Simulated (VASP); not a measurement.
# LiSi16 (a cell with a defect) in VASP: relaxation of the atoms with PBE+D3(BJ)

Aim: the relaxation of the atoms of LiSi16 (a cell with a defect) with PBE+D3(BJ).

All numbers are computed with VASP 6.6.1; they aren't measurements. Logs are shortened: lines on timing, memory, paths and dates and some standing lists are left out, and cuts for length are marked.

## Step 1: The cell of the first run

The cell holds a defect, 17 atoms: a = 7.679 Å, b = 7.679 Å, c = 7.679 Å, α = 60.00°, β = 60.00°, γ = 60.00°.

## Step 2: Relaxation of the atoms, PBE+D3(BJ)

Input file INCAR:

```
PREC = Accurate
ENCUT = 520
EDIFF = 1E-6
ISMEAR = -1
SIGMA = 0.05
LREAL = Auto
LASPH = T
NELM = 100
ALGO = Normal
ISIF = 2
LWAVE = F
LCHARG = F
GGA = PE
IVDW = 12
IBRION = 2
NSW = 45
EDIFFG = -0.08
NELECT = 66.0
```

Input file KPOINTS:

```
Automatic mesh
0
Gamma
  2 2 2
```

Input file POSCAR:

```
LiSi16
1.0
    0.0000000000      5.4300000000      5.4300000000
    5.4300000000      0.0000000000      5.4300000000
    5.4300000000      5.4300000000      0.0000000000
Si Li
16 1
Direct
    0.0000000000      0.0000000000      0.0000000000
    0.1250000000      0.1250000000      0.1250000000
    0.0000000000      0.0000000000      0.5000000000
    0.1250000000      0.1250000000      0.6250000000
    0.0000000000      0.5000000000      0.0000000000
    0.1250000000      0.6250000000      0.1250000000
    0.0000000000      0.5000000000      0.5000000000
    0.1250000000      0.6250000000      0.6250000000
    0.5000000000      0.0000000000      0.0000000000
    0.6250000000      0.1250000000      0.1250000000
    0.5000000000      0.0000000000      0.5000000000
    0.6250000000      0.1250000000      0.6250000000
    0.5000000000      0.5000000000      0.0000000000
    0.6250000000      0.6250000000      0.1250000000
    0.5000000000      0.5000000000      0.5000000000
    0.6250000000      0.6250000000      0.6250000000
    0.2636310000      0.7501222000      0.7421429000
```

Potentials or basis: VASP PAW PBE potentials, release 64 (Si, Li_sv).

The run is started by

```sh
> cat potpaw_PBE.64/Si/POTCAR potpaw_PBE.64/Li_sv/POTCAR > POTCAR
> mpirun -np 1 vasp_std > vasp.out
```

OUTCAR:

```text
PREC = Accurate
   ENCUT = 520
   EDIFF = 1E-6
   ISMEAR = -1
   LREAL = Auto
   LASPH = T
   NELM = 100
   ISIF = 2
   GGA = PE
   IVDW = 12
   IBRION = 2
   NSW = 45
   EDIFFG = -0.08
   NELECT = 66.0
 IVDW          = 12

 ion  position               nearest neighbor table
   1  0.000  0.000  0.000-   2 2.35   4 2.35   6 2.35  10 2.35  17 2.76
   2  0.125  0.125  0.125-   1 2.35   3 2.35   5 2.35   9 2.35
   3  0.000  0.000  0.500-   2 2.35   4 2.35   8 2.35  12 2.35  17 2.75
   4  0.125  0.125  0.625-   1 2.35   3 2.35   7 2.35  11 2.35  17 2.35
   5  0.000  0.500  0.000-   2 2.35   6 2.35   8 2.35  14 2.35  17 2.79
   6  0.125  0.625  0.125-   1 2.35   5 2.35   7 2.35  13 2.35  17 2.40
   7  0.000  0.500  0.500-   4 2.35   6 2.35   8 2.35  16 2.35
   8  0.125  0.625  0.625-   3 2.35   5 2.35   7 2.35  15 2.35  17 2.39
   9  0.500  0.000  0.000-   2 2.35  10 2.35  12 2.35  14 2.35
  10  0.625  0.125  0.125-   1 2.35   9 2.35  11 2.35  13 2.35
  11  0.500  0.000  0.500-   4 2.35  10 2.35  12 2.35  16 2.35  17 2.64
  12  0.625  0.125  0.625-   3 2.35   9 2.35  11 2.35  15 2.35
  13  0.500  0.500  0.000-   6 2.35  10 2.35  14 2.35  16 2.35  17 2.69
  14  0.625  0.625  0.125-   5 2.35   9 2.35  13 2.35  15 2.35
  15  0.500  0.500  0.500-   8 2.35  12 2.35  14 2.35  16 2.35  17 2.67
  16  0.625  0.625  0.625-  17 2.27  11 2.35  13 2.35  15 2.35   7 2.35
  17  0.264  0.750  0.742-  16 2.27   4 2.35   8 2.39   6 2.40  11 2.64  15 2.67  13 2.69   3 2.75
                             1 2.76   5 2.79

  LATTYP: Found a face centered cubic cell.
 ALAT       =    10.8600000000

  Lattice vectors:

 A1 = (   0.0000000000,   5.4300000000,   5.4300000000)
 A2 = (   5.4300000000,   0.0000000000,   5.4300000000)
 A3 = (   5.4300000000,   5.4300000000,   0.0000000000)

Analysis of symmetry for initial positions (statically):
=====================================================================
 Subroutine PRICEL returns:
 Original cell was already a primitive cell.

 Routine SETGRP: Setting up the symmetry group for a
 face centered cubic supercell.

 Subroutine GETGRP returns: Found  1 space group operations
 (whereof  1 operations were pure point group operations)
 out of a pool of 48 trial point group operations.

The static configuration has the point symmetry C_1 .

Analysis of symmetry for dynamics (positions and initial velocities):
=====================================================================
 Subroutine PRICEL returns:
 Original cell was already a primitive cell.

 Routine SETGRP: Setting up the symmetry group for a
 face centered cubic supercell.

 Subroutine GETGRP returns: Found  1 space group operations
 (whereof  1 operations were pure point group operations)
 out of a pool of 48 trial point group operations.

The dynamic configuration has the point symmetry C_1 .

 Subroutine INISYM returns: Found  1 space group operations
 (whereof  1 operations are pure point group operations),
 and found     1 'primitive' translations

----------------------------------------------------------------------------------------

                                     Primitive cell

  volume of cell :     320.2060

  direct lattice vectors                    reciprocal lattice vectors
     0.000000000  5.430000000  5.430000000    -0.092081031  0.092081031  0.092081031
     5.430000000  0.000000000  5.430000000     0.092081031 -0.092081031  0.092081031
     5.430000000  5.430000000  0.000000000     0.092081031  0.092081031 -0.092081031

  length of vectors
     7.679179644  7.679179644  7.679179644     0.159489025  0.159489025  0.159489025

  position of ions in fractional coordinates (direct lattice)
     0.000000000  0.000000000  0.000000000
     0.125000000  0.125000000  0.125000000
     0.000000000  0.000000000  0.500000000
     0.125000000  0.125000000  0.625000000
     0.000000000  0.500000000  0.000000000
     0.125000000  0.625000000  0.125000000
[... 9 lines left out ...]
     0.625000000  0.625000000  0.625000000
     0.263631000  0.750122200  0.742142900

  ion indices of the primitive-cell ions
   primitive index   ion index
                 1           1
                 2           2
                 3           3
                 4           4
                 5           5
                 6           6
[... 9 lines left out ...]
                16          16
                17          17

----------------------------------------------------------------------------------------

 KPOINTS: Automatic mesh

Automatic generation of k-mesh.
 Grid dimensions read from file:
 generate k-points for:    2    2    2

 Generating k-lattice:

  Cartesian coordinates                     Fractional coordinates (reciprocal lattice)
    -0.046040516  0.046040516  0.046040516     0.500000000  0.000000000  0.000000000
     0.046040516 -0.046040516  0.046040516     0.000000000  0.500000000  0.000000000
     0.046040516  0.046040516 -0.046040516     0.000000000  0.000000000  0.500000000

  Length of vectors
     0.079744512  0.079744512  0.079744512

  Shift w.r.t. Gamma in fractional coordinates (k-lattice)
     0.000000000  0.000000000  0.000000000

 Subroutine IBZKPT returns following result:
 ===========================================

 Found      8 irreducible k-points:

 Following reciprocal coordinates:
            Coordinates               Weight
  0.000000  0.000000  0.000000      1.000000
  0.500000  0.000000  0.000000      1.000000
  0.000000  0.500000  0.000000      1.000000
  0.000000  0.000000  0.500000      1.000000
  0.500000  0.500000  0.500000      1.000000
  0.500000  0.500000  0.000000      1.000000
  0.000000  0.500000  0.500000      1.000000
  0.500000  0.000000  0.500000      1.000000
   k-points           NKPTS =      8   k-points in BZ     NKDIM =      8   number of bands    NBANDS=     42
   number of dos      NEDOS =    301   number of ions     NIONS =     17
   total plane-waves  NPLWV = 216000
   dimension x,y,z NGX =    60 NGY =   60 NGZ =   60
   dimension x,y,z NGXF=   120 NGYF=  120 NGZF=  120
   ions per type =              16   1
   NGX,Y,Z   is equivalent  to a cutoff of  12.99, 12.99, 12.99 a.u.
   NGXF,Y,Z  is equivalent  to a cutoff of  25.98, 25.98, 25.98 a.u.
 SYSTEM =  unknown system
   PREC   = accura    normal or accurate (medium, high low for compatibility)
   ISTART =      0    job   : 0-new  1-cont  2-samecut
   ICHARG =      2    charge: 1-file 2-atom 10-const
   ISPIN  =      1    spin polarized calculation?
   LNONCOLLINEAR =      F non collinear calculations
   LSORBIT =      F    spin-orbit coupling
   LASPH  =      T    aspherical Exc in radial PAW
   ENCUT  =  520.0 eV  38.22 Ry    6.18 a.u.  14.28 14.28 14.28*2*pi/ulx,y,z
   NELM   =    100;   NELMIN=  2; NELMDL= -5     # of ELM steps
   EDIFF  = 0.1E-05   stopping-criterion for ELM
   LREAL  =      T    real-space projection
   EDIFFG = -.8E-01   stopping-criterion for IOM
   NSW    =     45    number of steps for IOM
   IBRION =      2    ionic relax: 0-MD 1-quasi-New 2-CG
   NFREE  =      1    steps in history (QN), initial steepest desc. (CG)
   ISIF   =      2    stress and relaxation
   ISYM   =      2    0-nonsym 1-usesym 2-fastsym
   POTIM  = 0.5000    time-step for ionic-motion
   TEBEG  =    0.0;   TEEND  =   0.0 temperature during run
   PSTRESS=    0.0 pullay stress
   NELECT =      66.0000    total number of electrons
   NUPDOWN=      -1.0000    fix difference up-down
   EMIN   =  10.00;   EMAX   =-10.00  energy-range for DOS
   EFERMI =   0.00;   METHOD = LEGACY
   ISMEAR =    -1;   SIGMA  =   0.05  broadening in eV -4-tet -1-fermi 0-gaus
   EFERMI_NEDOS =   21; number of points for ismear=-14 and -15
   IALGO  =     38    algorithm
   IMIX   =      4    mixing-type and parameters
     AMIX     =   0.40;   BMIX     =  1.00
     AMIX_MAG =   1.60;   BMIX_MAG =  1.00
  volume/ion in A,a.u.               =      18.84       127.11
  Fermi-wavevector in a.u.,A,eV,Ry     =   0.967044  1.827449 12.723821  0.935174
  Thomas-Fermi vector in A             =   2.096897
   LORBIT       =      0    0 simple, 1 ext, 2 COOP (PROOUT), +10 PAW based schemes
   GGA     = PE    functional components
   LHFCALC =     F    Hartree Fock is set to
   AEXX    =    0.0000 exact exchange contribution
   IVDW    =    12    specifies the selected vdW correction
   LEPSILON=     F    determine dielectric tensor
   LRPA    =     F    only Hartree local field effects (RPA)
 conjugate gradient relaxation of ions
 non-spin polarized calculation
  energy-cutoff  :      520.00
  volume of cell :      320.21
 maximum number of plane-waves:      8646
 NGX is ok and might be reduce to    60
   NGX = 29   NGY = 29   NGZ = 29

--------------------------------------- Ionic step        1  -------------------------------------------

 number of electron      66.0000003 magnetization

 Free energy of the ion-electron system (eV)
  ---------------------------------------------------
  ext. energy  EPLUGINS =         0.00000000
  ---------------------------------------------------
  free energy    TOTEN  =       -93.38305550 eV

  energy without entropy =      -93.38219812  energy(sigma->0) =      -93.38262681

------------------------ aborting loop because EDIFF is reached ----------------------------------------

 Edisp (eV)   -5.45661

 E8    (eV) :    -2.2605

  FORCE on cell =-STRESS in cart. coord.  units (eV):
  Direction    XX          YY          ZZ          XY          YZ          ZX
  --------------------------------------------------------------------------------------
  -------------------------------------------------------------------------------------
  Total      -6.68517    -6.68815    -6.66906    -0.45789     0.27341    -0.21620
  in kB     -33.44981   -33.46473   -33.36918    -2.29110     1.36802    -1.08178
  external pressure =      -33.43 kB  Pullay stress =        0.00 kB
[... 311 lines left out ...]
  energy  without entropy=      -98.9667910519  energy(sigma->0) =      -98.96727774

--------------------------------------- Ionic step        7  -------------------------------------------

 number of electron      66.0000001 magnetization

 Free energy of the ion-electron system (eV)
  ---------------------------------------------------
  ext. energy  EPLUGINS =         0.00000000
  ---------------------------------------------------
  free energy    TOTEN  =       -93.51281600 eV

  energy without entropy =      -93.51185429  energy(sigma->0) =      -93.51233515

 E-fermi :   6.3589     XC(G=0):  -9.4409

 val. band max:        6.0420482817   @ k =   0.0000   0.0000   0.0000
 cond. band min:       6.6840498589   @ k =   0.0000   0.0000   0.0000
 fundamental gap:      0.6420015772
 Fermi energy:         6.3588523897

 k-point     1 :       0.0000    0.0000    0.0000
  band No.  band energies     occupation
      1     -40.3764      2.00000
      2      -5.9222      2.00000
      3      -3.6707      2.00000
      4      -3.6119      2.00000
      5      -3.6112      2.00000
      6      -3.6089      2.00000
[... 397 lines left out ...]
  FREE ENERGIE OF THE ION-ELECTRON SYSTEM (eV)
  ---------------------------------------------------
  free  energy   TOTEN  =       -98.9682161276 eV

  energy  without entropy=      -98.9672544213  energy(sigma->0) =      -98.96773527

 reached required accuracy - stopping structural energy minimisation
```

Run time: 20 min. Hardware: 1 thread of Intel Xeon 8259CL, shared host; peak memory 0.56 GiB.

Results:

```
Free energy                  : -98.9682 eV
Energy gained by relaxing    : 7.6 meV/atom
Ionic steps                  : 7
Largest force after relaxing : 0.064 eV/Å
Dispersion energy per atom   : -0.321 eV
```

Forces in eV/Å, atoms in the order of the input:
```
Si  -0.049 -0.004  0.011
Si   0.007 -0.005 -0.012
Si   0.002  0.048  0.010
Si   0.021 -0.024  0.033
Si  -0.005  0.001  0.050
Si   0.036  0.043 -0.031
Si  -0.013  0.013  0.015
Si  -0.041 -0.036 -0.028
Si  -0.002  0.002  0.004
Si   0.024  0.010  0.002
Si  -0.014  0.014 -0.029
Si  -0.010 -0.024  0.004
Si  -0.022 -0.035  0.023
Si  -0.003  0.006 -0.024
Si   0.034  0.019  0.021
Si   0.016 -0.017 -0.013
Li   0.017 -0.009 -0.036
```

Step by step:
```csv
step,energy change (eV),largest force (eV/Å),pressure (GPa)
1,0.0000,1.2652,-3.34
2,-0.1203,0.2201,-3.44
3,-0.1203,0.2162,-3.44
4,-0.1252,0.1850,-3.44
5,-0.1256,0.1732,-3.44
6,-0.1281,0.0966,-3.44
7,-0.1285,0.0639,-3.44
```

Final structure:
```
Si Li
1.0
     0.00000    5.43000    5.43000
     5.43000    0.00000    5.43000
     5.43000    5.43000    0.00000
Si Li
16 1
Direct
  0.99789 0.00234 0.00190
  0.12740 0.12427 0.12414
  0.99787 0.00231 0.49785
  0.12314 0.13156 0.62264
  0.99793 0.49793 0.00202
  0.12356 0.62324 0.13003
  0.00243 0.50000 0.49862
  0.12346 0.62312 0.62303
  0.49982 0.99999 0.00012
  0.62432 0.12409 0.12387
  0.50278 0.00188 0.49767
  0.62430 0.12405 0.62776
  0.50286 0.49780 0.00155
  0.62436 0.62761 0.12399
  0.50285 0.49777 0.49775
  0.63449 0.62195 0.62177
  0.25416 0.75021 0.74744
```

Levels at points of the mesh, in eV from the Fermi level:
```
           k point  band 31  band 32  band 33  band 34  band 35  band 36
(0.00, 0.00, 0.00)    -0.32    -0.32    -0.32     0.33     0.33     0.33
(0.50, 0.00, 0.00)    -1.13    -1.05    -1.04     0.88     1.09     1.10
(0.00, 0.50, 0.00)    -1.13    -1.05    -1.05     0.88     1.08     1.09
(0.00, 0.00, 0.50)    -1.12    -1.05    -1.05     0.89     1.08     1.09
(0.50, 0.50, 0.50)    -1.12    -1.05    -1.05     0.89     1.08     1.09
(0.50, 0.50, 0.00)    -1.68    -1.63    -1.59     0.75     0.82     1.88
(0.00, 0.50, 0.50)    -1.68    -1.63    -1.59     0.75     0.82     1.88
(0.50, 0.00, 0.50)    -1.68    -1.63    -1.59     0.75     0.82     1.88
```

Caveat: the k points lie up to 0.50 Å⁻¹ apart; the cell carries a net charge on a neutralising background, which shifts energy and pressure; the cell is charged against a uniform background, so pressure and absolute levels hang on convention; the cutoff is under 1.25 times the usual one of these potentials, so pressure, stress and relaxed cells hold a basis-set (Pulay) error; the relaxation stopped at a loose force limit of 0.08 eV/Å, so its end isn't a converged minimum.
